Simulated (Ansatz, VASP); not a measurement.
# Ti: VASP beside Ansatz

INCAR

```
SYSTEM = Ti
PREC = Accurate
ENCUT = 520
EDIFF = 1E-7
ISMEAR = -1
SIGMA = 0.1
LREAL = .FALSE.
LASPH = .TRUE.
NELM = 80
ALGO = Normal
ISIF = 2
LWAVE = .FALSE.
LCHARG = .FALSE.
NBANDS = 12
```

Contents of KPOINTS:

```
regular mesh
0
G
  14 14 14
  0 0 0
```

The input POSCAR:

```
Ti
1.0
    2.6227401023      0.0000000000      0.0000000000
    0.0000000000      2.6227401023      0.0000000000
    0.0000000000      0.0000000000      2.6227401023
Ti
1
Direct
    0.0000000000      0.0000000000      0.0000000000
```

Input for Ansatz:

```yaml
crystal:
  lattice:
    - [2.6227401023, 0.0, 0.0]
    - [0.0, 2.6227401023, 0.0]
    - [0.0, 0.0, 2.6227401023]
  atoms:
    - { symbol: Ti, position: [0.0, 0.0, 0.0] }
hamiltonian:
  xc: lda
  pseudopotentials:
    kind: paw
    azcp:
      Ti: "pseudopotentials/Ti.paw.azcp"
basis:
  ecutwfc: 420
  fft_grid_basis: typed
kpoints:
  mp_grid: { grid: [14, 14, 14], shift: [0, 0, 0] }
magnetization:
  spin_polarized: false
scf:
  occupations: { method: fermi_dirac, width: 0.1 }
  lower_state_search: "off"
output:
  stress: true
```

Alike in both runs: task single point; functional LDA; k mesh 14 × 14 × 14; occupations fermi-dirac, width 0.1 eV; no spin polarisation.

```csv
,VASP,Ansatz
version,VASP 6.6.1,Ansatz 0.2.0
potentials or method,"VASP PAW LDA potentials, release 64 (Ti_sv), cutoff 520 eV","plane waves (420 eV) with PAW, scalar-relativistic"
valence electrons in the cell,12,12
```

|  | VASP | Ansatz | Ansatz less VASP |
| --- | --- | --- | --- |
| pressure (GPa) | -6.3 | -6.3 | +0.02 |

Ansatz warns that its potentials were made for another functional, while VASP's fit it. LDA's correlation is that of Perdew and Zunger in VASP and of Perdew and Wang (1992) in Ansatz.
